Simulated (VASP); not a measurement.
Set up this calculation in VASP 6.6.1, as the native input.

```yaml
Task: single point
Functional: PBE
Potentials_or_basis: VASP PAW PBE potentials, release 64 (Sn_d, Se)
Cutoff: 520 eV
k_mesh: 6 × 6 × 1
Occupations: gaussian, width 0.1 eV
Spin: no spin polarisation
Dipole_correction: no
Further_INCAR_settings: ALGO = Normal; EDIFF = 1e-06; NBANDS = 20
```

The structure of SnSe2 lies in POSCAR:

```
SnSe2
1.0
    2.9075611100      0.0000000000      0.0000000000
   -1.4537805600      2.5180217800      0.0000000000
    0.0000000000      0.0000000000     15.4042233900
Sn Se
1 2
Direct
    0.0000000000      0.0000000000      0.0000000000
    0.3333333300      0.6666666700      0.0940123100
    0.3333333300      0.6666666700      0.9059876900
```

The cell was generated, and may not be a known phase.

These files were run (other wordings do the same):

INCAR

```
SYSTEM = SnSe2
ALGO = Normal
EDIFF = 1E-6
ENCUT = 520
GGA = PE
ISIF = 2
ISMEAR = 0
LASPH = .True.
LCHARG = .False.
LREAL = .False.
LWAVE = .False.
NBANDS = 20
NELM = 100
PREC = Accurate
SIGMA = 0.1
```

KPOINTS

```
k-points
0
Gamma
  6 6 1
  0 0 0
```

Potentials or basis: VASP PAW PBE potentials, release 64 (Sn_d, Se).

The run is started by

```bash
$ cat potpaw_PBE.64/Sn_d/POTCAR potpaw_PBE.64/Se/POTCAR > POTCAR
$ mpirun -np 1 vasp_std > vasp.out
```

It gave:

The largest force is 17.096 eV/Å. The band gap on the k mesh is zero (bands 13 and 14 overlap by 1.85 eV).

Caveat: the k points lie up to 0.42 Å⁻¹ apart, too coarse for converged energies and pressures of a metal; there is no dipole correction, which matters where the two faces differ; spin-orbit coupling is left out, which moves the levels of the heavy elements.

Run time: 26 s on 1 thread of Intel(R) Xeon(R) Platinum 8488C (Sapphire Rapids), on a shared host, peak memory 0.23 GiB.
